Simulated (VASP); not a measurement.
Wanted: the native input for a VASP 6.6.1 run.

| Quantity | Value |
| --- | --- |
| Task | single point |
| Functional | r2SCAN |
| Potentials or basis | VASP PAW PBE potentials, release 64 (Zn, Cu) |
| Cutoff | 520 eV |
| k mesh | 5 × 5 × 5 |
| Occupations | fermi-dirac, width 0.05 eV |
| Spin | no spin polarisation |
| Dipole correction | no |
| Further INCAR settings | ALGO = Normal; EDIFF = 1e-06; NBANDS = 18 |

ZnCu:

```
Zn Cu
1.0
     2.94500    0.00000    0.00000
     0.00000    2.94500    0.00000
     0.00000    0.00000    2.94500
Zn Cu
1 1
Direct
  0.50000 0.50000 0.50000
  0.00000 0.00000 0.00000
```

These files were run (other wordings do the same):

POSCAR

```
ZnCu
1.0
    2.9450000000      0.0000000000      0.0000000000
    0.0000000000      2.9450000000      0.0000000000
    0.0000000000      0.0000000000      2.9450000000
Zn Cu
1 1
Direct
    0.5000000000      0.5000000000      0.5000000000
    0.0000000000      0.0000000000      0.0000000000
```

INCAR.step1

```
PREC = Accurate
ENCUT = 520
ISMEAR = -1
SIGMA = 0.05
LREAL = F
LASPH = T
NELM = 100
NBANDS = 18
GGA = PE
ALGO = Normal
EDIFF = 1E-4
LWAVE = T
LCHARG = F
```

INCAR.step2

```
PREC = Accurate
ENCUT = 520
EDIFF = 1E-6
ISMEAR = -1
SIGMA = 0.05
LREAL = F
LASPH = T
NELM = 100
ALGO = Normal
ISIF = 2
LWAVE = F
LCHARG = T
METAGGA = R2SCAN
LMIXTAU = T
LELF = T
LVHAR = T
NBANDS = 18
ISTART = 1
```

KPOINTS

```
regular mesh
0
Gamma
  5 5 5
```

Potentials or basis: VASP PAW PBE potentials, release 64 (Zn, Cu).

Command:

```sh
$ cat potpaw_PBE.64/Zn/POTCAR potpaw_PBE.64/Cu/POTCAR > POTCAR
$ cp INCAR.step1 INCAR
$ mpirun -np 1 vasp_std > vasp.out
$ cp INCAR.step2 INCAR
$ mpirun -np 1 vasp_std > vasp.out
```

It gave:

```json
{
 "Pressure": "-2.0 GPa"
}
```

Caveat: the k points lie up to 0.43 Å⁻¹ apart; the PAW data sets were made with another functional, which shifts forces and pressure a little.

Run time: 19 s on 1 thread of Intel Xeon 6975P-C, on a shared host, peak memory 0.14 GiB.
